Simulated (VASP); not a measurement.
A run of VASP 6.6.1 is set up as follows.

POSCAR

```
AgHgF3
1.0
    5.2506343161      0.0000000000      0.0000000000
   -2.6253171581      4.5471827038      0.0000000000
    0.0000000000      0.0000000000      6.6631016520
Ag Hg F
2 2 6
Direct
    0.6666666667      0.3333333333      0.2500000000
    0.3333333333      0.6666666667      0.7500000000
    0.0000000000      0.0000000000      0.5000000000
    0.0000000000      0.0000000000      0.0000000000
    0.3425674810      0.1712837405      0.7500000000
    0.6574325190      0.8287162595      0.2500000000
    0.8287162595      0.1712837405      0.7500000000
    0.1712837405      0.8287162595      0.2500000000
    0.8287162595      0.6574325190      0.7500000000
    0.1712837405      0.3425674810      0.2500000000
```

The input INCAR.step1:

```
ALGO     = Normal         # electronic algorithm
EDIFF    = 1E-4           # SCF threshold, eV
ENCUT    = 520            # plane-wave cutoff, eV
GGA      = PE             # functional
ISMEAR   = -1             # smearing method
LASPH    = T              # aspherical terms in the spheres
LCHARG   = F              # write CHGCAR
LREAL    = F              # projectors in reciprocal space
LWAVE    = T              # write WAVECAR
NBANDS   = 55             # bands
NELM     = 80             # most SCF steps
PREC     = Accurate       # precision mode
SIGMA    = 0.03           # smearing width, eV
```

INCAR.step2

```
ALGO     = Normal         # electronic algorithm
BPARAM   = 11.95        
CPARAM   = 0.0093       
EDIFF    = 1E-6           # SCF threshold, eV
ENCUT    = 520            # plane-wave cutoff, eV
ISIF     = 2              # what is computed and relaxed
ISMEAR   = -1             # smearing method
ISTART   = 1            
IVDW_NL  = 2            
LASPH    = T              # aspherical terms in the spheres
LCHARG   = T              # write CHGCAR
LELF     = T              # ELF
LMIXTAU  = T            
LREAL    = F              # projectors in reciprocal space
LUSE_VDW = T            
LVHAR    = T            
LWAVE    = F              # write WAVECAR
METAGGA  = R2SCAN         # meta-GGA
NBANDS   = 55             # bands
NELM     = 80             # most SCF steps
PREC     = Accurate       # precision mode
SIGMA    = 0.03           # smearing width, eV
```

Contents of KPOINTS:

```
k-points
0
Gamma
  6 6 4
```

Potentials or basis: VASP PAW PBE potentials, release 64 (Ag, Hg, F).

Command:

```sh
$ cat potpaw_PBE.64/Ag/POTCAR potpaw_PBE.64/Hg/POTCAR potpaw_PBE.64/F/POTCAR > POTCAR
$ cp INCAR.step1 INCAR
$ mpirun -np 1 vasp_std > vasp.out
$ cp INCAR.step2 INCAR
$ mpirun -np 1 vasp_std > vasp.out
```

(1) Estimate the largest force.

(2) Estimate the band gap on the k mesh.

Results:

(1) 0.134 eV/Å.

(2) 1.00 eV (least direct gap 1.29 eV).

Caveat: the PAW data sets were made with another functional, which shifts forces and pressure a little; spin-orbit coupling is left out, which moves the levels of the heavy elements.
